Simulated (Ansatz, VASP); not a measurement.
One calculation of Al, two programs

```
CELL_PARAMETERS angstrom
0.00000 2.09200 2.09200
2.09200 0.00000 2.09200
2.09200 2.09200 0.00000
ATOMIC_POSITIONS crystal
Al 0.00000 0.00000 0.00000
```

Alike in both runs: task single point; functional PBE; dispersion D3(BJ); k mesh 22 × 22 × 22; occupations gaussian, width 0.15 eV; no spin polarisation.

|  | VASP | Ansatz |
| --- | --- | --- |
| version | VASP 6.6.1 | Ansatz 0.2.0 |
| potentials or method | VASP PAW PBE potentials, release 64 (Al), cutoff 520 eV | scalar-relativistic, plane waves, PAW |
| valence electrons in the cell | 3 | 3 |

Ansatz gave:

- gap on the k mesh at the Fermi level (eV): none
- pressure (GPa): -9.1

Task: What did VASP give for the same quantities?

Result: gap on the k mesh at the Fermi level (eV): none; pressure (GPa): -9.2.

A gap of «none» marks a metal or a gap that the smearing closes.
